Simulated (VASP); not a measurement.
The system is In.

```xyz
3
Lattice="4.0880 0.0000 0.0000 -2.0440 3.5403 0.0000 0.0000 0.0000 5.4375" Properties=species:S:1:pos:R:3 pbc="T T T"
In    1.0997    0.0000    0.9063
In   -0.5498    0.9523    4.5313
In    1.4942    2.5880    2.7188
```

- Program: VASP 6.6.1
- Task: relaxation of cell and atoms
- Functional: PBE
- Potentials or basis: VASP PAW PBE potentials, release 64 (In_d)
- Cutoff: 600 eV
- k mesh: 6 × 6 × 4
- Occupations: gaussian, width 0.1 eV
- Spin: no spin polarisation

At the start: pressure 9.3 GPa; volume 26.23 Å³/atom.

**Question.** How do energy, volume and symmetry change on relaxing?

**Answer.** Over 11 steps the energy falls by 303.9 meV/atom and the volume is 28.49 Å³/atom (+8.6 %); space group P3_221 (No. 154, to 0.05 Å).

The path:
| step | energy change (eV) | largest force (eV/Å) | pressure (GPa) | volume (Å³) |
| --- | --- | --- | --- | --- |
| 1 | 0.0000 | 2.0688 | 9.26 | 78.70 |
| 2 | -0.6902 | 0.3974 | -1.81 | 97.15 |
| 3 | -0.6921 | 0.4621 | -1.35 | 95.59 |
| 4 | -0.7627 | 0.3885 | -0.95 | 92.72 |
| 5 | -0.8630 | 0.2463 | 0.11 | 86.58 |
| 6 | -0.7100 | 0.0611 | 6.58 | 74.76 |
| 7 | -0.8793 | 0.2225 | 1.01 | 83.93 |
| 8 | -0.8809 | 0.1811 | 1.63 | 82.38 |
| 9 | -0.9080 | 0.0242 | 0.10 | 84.98 |
| 10 | -0.9089 | 0.0427 | 0.28 | 84.58 |
| 11 | -0.9116 | 0.0385 | -0.03 | 85.47 |

Final structure:
```xyz
3
Lattice="3.9596 0.0000 0.0000 -1.9798 3.4291 0.0000 0.0000 0.0000 6.2946" Properties=species:S:1:pos:R:3 pbc="T T T"
In    1.3027    0.0000    1.0491
In   -0.6513    1.1281    5.2455
In    1.3285    2.3010    3.1473
```
